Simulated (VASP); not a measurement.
A run of VASP 6.6.1 is set up as follows.

Contents of INCAR:

```
PREC = Accurate
ENCUT = 500
EDIFF = 1E-6
ISMEAR = 0
SIGMA = 0.1
LREAL = F
LASPH = T
NELM = 120
ALGO = Normal
ISIF = 2
LWAVE = F
LCHARG = F
GGA = PE
IVDW = 12
NBANDS = 13
GGA_COMPAT = F
```

File KPOINTS:

```
regular mesh
0
Gamma
  8 8 8
```

The input POSCAR:

```
Mo
1.0
   -1.5710000000      1.5710000000      1.5710000000
    1.5710000000     -1.5710000000      1.5710000000
    1.5710000000      1.5710000000     -1.5710000000
Mo
1
Direct
    0.0000000000      0.0000000000      0.0000000000
```

Potentials or basis: VASP PAW PBE potentials, release 64 (Mo_sv).

Launch:

```console
$ cat potpaw_PBE.64/Mo_sv/POTCAR > POTCAR
$ mpirun -np 1 vasp_std > vasp.out
```

**Question.** What does it give for the dispersion energy per atom?

**Answer.** -0.720 eV.

**Question.** Estimate the band gap on the k mesh.

**Answer.** Zero (band 7 reaches 16.74 eV, above the bottom of band 8 at 11.34 eV).

**Question.** Estimate the pressure.

**Answer.** -1.8 GPa.

Caveat: pairwise dispersion overbinds metals, which lowers pressure and volume.
